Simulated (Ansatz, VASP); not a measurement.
**HWCl6 in VASP and in Ansatz**

```
CELL_PARAMETERS angstrom
-3.13790 3.13790 4.51968
3.13790 -3.13790 4.51968
3.13790 3.13790 -4.51968
ATOMIC_POSITIONS crystal
H 0.50000 0.50000 0.00000
W 0.00000 0.00000 0.00000
Cl 0.94343 0.94343 0.39588
Cl 0.54754 0.54754 0.60412
Cl 0.05657 0.45246 0.00000
Cl 0.45246 0.05657 0.00000
Cl 0.50000 0.00000 0.50000
Cl 0.00000 0.50000 0.50000
```

Change from the starting cell: species swapped into the GaGePt6 type (I-42m, No. 121).

Alike in both runs: task relaxation of cell and atoms; functional PBE; k mesh 3 × 3 × 3; occupations gaussian, width 0.15 eV; no spin polarisation.

|  | VASP | Ansatz |
| --- | --- | --- |
| version | VASP 6.6.1 | Ansatz 0.2.0 |
| potentials or method | VASP PAW PBE potentials, release 64 (H, W_sv, Cl), cutoff 600 eV | scalar-relativistic, plane waves, PAW |
| valence electrons in the cell | 57 | 57 |

|  | VASP | Ansatz | Ansatz less VASP |
| --- | --- | --- | --- |
| gap on the k mesh at the Fermi level, each at its own relaxed structure (eV) | none | none | - |
| relaxed volume (Å³/atom) | 25.92 | 24.81 | -1.104 |
| relaxed length of the cell vector where the two differ most in proportion (Å) | 6.605 | 6.486 | -0.1180 |

A gap of «none» marks a metal or a gap that the smearing closes.

The k mesh is coarse, so the values compare programs but aren't converged. Spin-orbit coupling is off throughout. Noted on VASP's run: the volume moved by over 15 % at a fixed basis, so the end points are rough.
